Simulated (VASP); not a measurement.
# BaTiO3 (Amm2) in VASP: notebook, part 2 of 2

VASP 6.6.1. The steps go on from the part before.

### 6 Single point, PBEsol

This run uses another cell than the first one, of 11.91 Å³/atom.

The input, INCAR:

```
SYSTEM = BaTiO3
PREC     = Accurate       ! precision mode
ENCUT    = 910            ! plane-wave cutoff, eV
EDIFF    = 1E-6           ! SCF threshold, eV
ISMEAR   = -1             ! smearing method
SIGMA    = 0.05           ! smearing width, eV
LREAL    = .FALSE.        ! projectors in reciprocal space
LASPH    = .TRUE.         ! aspherical terms in the spheres
NELM     = 120            ! most SCF steps
ALGO     = Normal         ! electronic algorithm
ISIF     = 2              ! what is computed and relaxed
LWAVE    = .FALSE.        ! write WAVECAR
LCHARG   = .FALSE.        ! write CHGCAR
GGA      = PS             ! functional
NBANDS   = 28             ! bands
GGA_COMPAT= .FALSE.
```

The input, KPOINTS:

```
regular mesh
0
G
  7 7 7
  0 0 0
```

The input, POSCAR:

```
BaTiO3
1.0
    3.9047151383      0.0000000000      0.0000000000
    0.0000000000      2.7611702829      2.7612007659
    0.0000000000     -2.7611702829      2.7612007659
Ba Ti O
1 1 3
Direct
    0.0000000000     -0.0002266730     -0.0002266730
    0.5000000000      0.5006961721      0.5006961721
    0.5000000000      0.9986596543      0.4988829782
    0.5000000000      0.4988829782      0.9986596543
    0.0000000000      0.4988678684      0.4988678684
```

Potentials or basis: VASP PAW PBE potentials, release 64 (Ba_sv, Ti_sv, O_h).

Launch:

```
$ cat potpaw_PBE.64/Ba_sv/POTCAR potpaw_PBE.64/Ti_sv/POTCAR potpaw_PBE.64/O_h/POTCAR > POTCAR
$ mpirun -np 1 vasp_std > vasp.out
```

OUTCAR:

```text
SYSTEM = BaTiO3
   PREC = Accurate
   ENCUT = 910
   EDIFF = 1E-6
   ISMEAR = -1
   LREAL = .FALSE.
   LASPH = .TRUE.
   NELM = 120
   ISIF = 2
   GGA = PS

 ion  position               nearest neighbor table
   1  0.000  1.000  1.000-   5 2.76   4 2.76   3 2.76   3 2.76   4 2.76   5 2.76   5 2.76   4 2.76
                             3 2.76   3 2.76   4 2.76   5 2.77   2 3.38   2 3.38   2 3.38   2 3.38
   2  0.500  0.501  0.501-   3 1.94   4 1.94   5 1.95   5 1.95   3 1.96   4 1.96   1 3.38   1 3.38
                             1 3.38   1 3.38   1 3.38   1 3.38   1 3.39   1 3.39
   3  0.500  0.999  0.499-   2 1.94   2 1.96   1 2.76   1 2.76   1 2.76   1 2.76
   4  0.500  0.499  0.999-   2 1.94   2 1.96   1 2.76   1 2.76   1 2.76   1 2.76
   5  0.000  0.499  0.499-   2 1.95   2 1.95   1 2.76   1 2.76   1 2.76   1 2.77

  LATTYP: Found a base centered orthorhombic cell.
 ALAT       =     5.5223405658
 B/A-ratio  =     1.0000110399
 C/A-ratio  =     0.7070761196

  Lattice vectors:

 A1 = (   0.0000000000,   2.7611702829,  -2.7612007659)
 A2 = (   0.0000000000,   2.7611702829,   2.7612007659)
 A3 = (   3.9047151383,   0.0000000000,   0.0000000000)

Analysis of symmetry for initial positions (statically):
=====================================================================
 Subroutine PRICEL returns:
 Original cell was already a primitive cell.

 Routine SETGRP: Setting up the symmetry group for a
 base centered orthorhombic supercell.

 Subroutine GETGRP returns: Found  4 space group operations
 (whereof  4 operations were pure point group operations)
 out of a pool of  8 trial point group operations.

The static configuration has the point symmetry C_2v.

Analysis of symmetry for dynamics (positions and initial velocities):
=====================================================================
 Subroutine PRICEL returns:
 Original cell was already a primitive cell.

 Routine SETGRP: Setting up the symmetry group for a
 base centered orthorhombic supercell.
[... 125 lines left out ...]
   EFERMI =   0.00;   METHOD = LEGACY
   ISMEAR =    -1;   SIGMA  =   0.05  broadening in eV -4-tet -1-fermi 0-gaus
   EFERMI_NEDOS =   21; number of points for ismear=-14 and -15
   IALGO  =     38    algorithm
   IMIX   =      4    mixing-type and parameters
     AMIX     =   0.40;   BMIX     =  1.00
     AMIX_MAG =   1.60;   BMIX_MAG =  1.00
  volume/ion in A,a.u.               =      11.91        80.36
  Fermi-wavevector in a.u.,A,eV,Ry     =   1.433809  2.709506 27.970971  2.055808
  Thomas-Fermi vector in A             =   2.553287
   LORBIT       =      0    0 simple, 1 ext, 2 COOP (PROOUT), +10 PAW based schemes
   GGA     = PS    functional components
   LHFCALC =     F    Hartree Fock is set to
   AEXX    =    0.0000 exact exchange contribution
   IVDW    =     0    specifies the selected vdW correction
   LEPSILON=     F    determine dielectric tensor
   LRPA    =     F    only Hartree local field effects (RPA)
 non-spin polarized calculation
  energy-cutoff  :      910.00
  volume of cell :       59.54
 maximum number of plane-waves:      3755
 NGX is ok and might be reduce to    40
   NGX = 19   NGY = 19   NGZ = 19

 number of electron      40.0000008 magnetization

 Free energy of the ion-electron system (eV)
  ---------------------------------------------------
  ext. energy  EPLUGINS =         0.00000000
  ---------------------------------------------------
  free energy    TOTEN  =       -41.86446106 eV

  energy without entropy =      -41.86446106  energy(sigma->0) =      -41.86446106

 E-fermi :   5.5907     XC(G=0): -11.9173

 val. band max:        4.6047749569   @ k =   0.0000   0.0000   0.0000
 cond. band min:       6.5080493438   @ k =   0.0000   0.0000   0.0000
 fundamental gap:      1.9032743869
 Fermi energy:         5.5906680875

 k-point     1 :       0.0000    0.0000    0.0000
  band No.  band energies     occupation
      1     -51.3800      2.00000
      2     -27.7517      2.00000
      3     -27.7516      2.00000
      4     -27.7515      2.00000
      5     -19.9462      2.00000
      6     -12.3025      2.00000
[... 733 lines left out ...]
     27      13.4195      0.00000
     28      13.5466      0.00000

 [... further k-points ...]
[... 5 lines left out ...]
  --------------------------------------------------------------------------------------
  -------------------------------------------------------------------------------------
  Total        4.5024032      4.5020202      4.5017700      0.0000000      0.0000000      0.0000000
  in kB      121.1558628    121.1455581    121.1388256      0.0000000      0.0000000      0.0000000
  external PRESSURE =     121.1467488 kB  Pullay stress =       0.0000000 kB

 VOLUME and BASIS-vectors are now :
 -----------------------------------------------------------------------------
  energy-cutoff  :      910.00
  volume of cell :       59.54
      direct lattice vectors                 reciprocal lattice vectors
     3.904715138  0.000000000  0.000000000     0.256100628  0.000000000  0.000000000
     0.000000000  2.761170283  2.761200766     0.000000000  0.181082638  0.181080639
     0.000000000 -2.761170283  2.761200766     0.000000000 -0.181082638  0.181080639

 POSITION                                       TOTAL-FORCE (eV/Angst)
 -----------------------------------------------------------------------------------
      0.00000      0.00000      5.52115         0.000000      0.000000     -0.003954
      1.95236      0.00000      2.76505         0.000000      0.000000     -0.001484
      1.95236      1.37997      4.13502         0.000000      0.000054      0.001673
      1.95236     -1.37997      4.13502         0.000000     -0.000054      0.001673
      0.00000      0.00000      2.75495         0.000000      0.000000      0.002092
 -----------------------------------------------------------------------------------
    total drift:                                0.000000      0.000001      0.003225

  FREE ENERGIE OF THE ION-ELECTRON SYSTEM (eV)
  ---------------------------------------------------
  free  energy   TOTEN  =       -41.8644610625 eV

  energy  without entropy=      -41.8644610617  energy(sigma->0) =      -41.86446106
```

stdout:

```text
POSCAR found type information on POSCAR BaTiO
 POSCAR found :  3 types and       5 ions
 scaLAPACK will be used
 -----------------------------------------------------------------------------
|                                                                             |
|                                                                             |
|     You enforced a specific xc type in the INCAR file but a different       |
|     I HOPE YOU KNOW WHAT YOU ARE DOING!                                     |
|                                                                             |
 -----------------------------------------------------------------------------

 LDA part: xc-table for (Slater+PW92), standard interpolation
 POSCAR, INCAR and KPOINTS ok, starting setup
 FFT: planning ... GRIDC
 FFT: planning ... GRID_SOFT
 FFT: planning ... GRID
 WAVECAR not read
 entering main loop
```

Run time: 5.7 min. Hardware: 1 thread of AMD EPYC 7R43 (Zen 3), shared host; peak memory 0.37 GiB.

Results:

```
Free energy            : -41.8645 eV
Pressure               : 12.1 GPa
Largest force          : 0.004 eV/Å
Band gap on the k mesh : 1.90 eV
```

Forces in eV/Å, atoms in the order of the input:
```
Ba   0.000  0.000 -0.004
Ti   0.000  0.000 -0.001
O    0.000  0.000  0.002
O    0.000  0.000  0.002
O    0.000  0.000  0.002
```

Levels at points of the mesh, in eV from the valence-band top:
```csv
k point,band 18,band 19,band 20,band 21,band 22,band 23
"(0.00, 0.00, 0.00)",0.00,0.00,0.00,1.90,1.90,1.91
```

Caveat: the cutoff is under 1.25 times the usual one of these potentials, so pressure, stress and relaxed cells hold a basis-set (Pulay) error; the cell stands under pressure; the PAW data sets were made with another functional, which shifts forces and pressure a little; spin-orbit coupling is left out, which moves the levels of the heavy elements; an odd mesh through Γ misses points on the zone boundary, where band edges can lie.

### 7 The runs side by side

| level | U | cell | gap on the mesh (eV) | pressure (GPa) | largest force (eV/Å) |
| --- | --- | --- | --- | --- | --- |
| PBEsol+U | Ti d U = 2.0 eV | a = 3.986, b = 4.018, c = 4.018 Å, angles 89.8, 90.0, 90.0°, 5 atoms, atomic positions A | 2.10 | -0.8 | 0.23 |
| PBE | - | a = 4.012, b = 4.044, c = 4.044 Å, angles 89.8, 90.0, 90.0°, 5 atoms, atomic positions A | 1.88 | 0.3 | 0.32 |
| PBEsol | - | a = 3.950, b = 4.007, c = 4.007 Å, angles 89.8, 90.0, 90.0°, 5 atoms, atomic positions B | 2.18 | 1.5 | 0.04 |
| PBE | - | a = 4.064, b = 4.097, c = 4.097 Å, angles 89.8, 90.0, 90.0°, 5 atoms, atomic positions A | 1.80 | -5.3 | 0.44 |
| PBEsol | - | a = 3.905 Å, 5 atoms, atomic positions C | 1.90 | 12.1 | - |

Alike in all rows: task single point; potentials or basis VASP PAW PBE potentials, release 64 (Ba_sv, Ti_sv, O_h); no spin polarisation; k mesh 7 × 7 × 7; cutoff (eV) 910; smearing fermi-dirac 0.05 eV.

Caveats: the cutoff is under 1.25 times the usual one of these potentials, so pressure, stress and relaxed cells hold a basis-set (Pulay) error; spin-orbit coupling is left out, which moves the levels of the heavy elements; an odd mesh through Γ misses points on the zone boundary, where band edges can lie; the PAW data sets were made with another functional, which shifts forces and pressure a little (at least some runs); the cell stands under tension (at least some runs); the cell stands under pressure (at least some runs).

Absolute energies hang on the potentials; compare differences alone.
